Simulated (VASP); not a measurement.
Set up this calculation in VASP 6.6.1, as the native input.

| Property | Result |
| --- | --- |
| Task | relaxation of cell and atoms |
| Functional | PBE |
| Potentials or basis | VASP PAW PBE potentials, release 64 (Cs_sv, P) |
| Cutoff | 600 eV |
| k mesh | 10 × 10 × 6 |
| Occupations | gaussian, width 0.1 eV |
| Spin | no spin polarisation |
| Dipole correction | no |
| Further INCAR settings | ALGO = Normal; EDIFF = 1e-06; IBRION = 2; EDIFFG = -0.01; NSW = 100; ISIF = 3 |

The structure of CsP4 lies in POSCAR:

```
CsP4
1.0
    3.7769594738      0.0000000000      0.0000000000
    0.0000000000      3.7769594738      0.0000000000
    0.0000000000      0.0000000000      7.9670217896
Cs P
1 4
Direct
    0.0000000000      0.0000000000      0.0000000000
    0.5000000000      0.0000000000      0.3621568027
    0.0000000000      0.5000000000      0.6378431973
    0.5000000000      0.0000000000      0.6378431973
    0.0000000000      0.5000000000      0.3621568027
```

The input as run:

INCAR

```
ALGO = Normal ; EDIFF = 1E-6
EDIFFG = -0.01 ; ENCUT = 600
GGA = PE ; IBRION = 2
ISIF = 3 ; ISMEAR = 0
LASPH = T ; LCHARG = F
LREAL = F ; LWAVE = F
NELM = 60 ; NSW = 100
PREC = Accurate ; SIGMA = 0.1
```

KPOINTS

```
k-points
0
Gamma
  10 10 6
```

Potentials or basis: VASP PAW PBE potentials, release 64 (Cs_sv, P).

Launch:

```sh
$ cat potpaw_PBE.64/Cs_sv/POTCAR potpaw_PBE.64/P/POTCAR > POTCAR
$ mpirun -np 1 vasp_std > vasp.out
```

It gave:

| Quantity | Value |
| --- | --- |
| Relaxed volume | 22.79 Å³/atom |
| Relaxed cell | a = 3.793 Å, b = 3.793 Å, c = 7.919 Å, α = 90.00°, β = 90.00°, γ = 90.00° |
| Space group after relaxing (to 0.05 Å) | P4/mmm (No. 123) |
| Energy gained by relaxing | 3.0 meV/atom |
| Ionic steps | 6 |
| Pressure after relaxing | 0.0 GPa |
| Largest force after relaxing | 0.010 eV/Å |

Run time: 17 min on 1 thread of Intel Xeon 8259CL, on a shared host, peak memory 0.37 GiB.
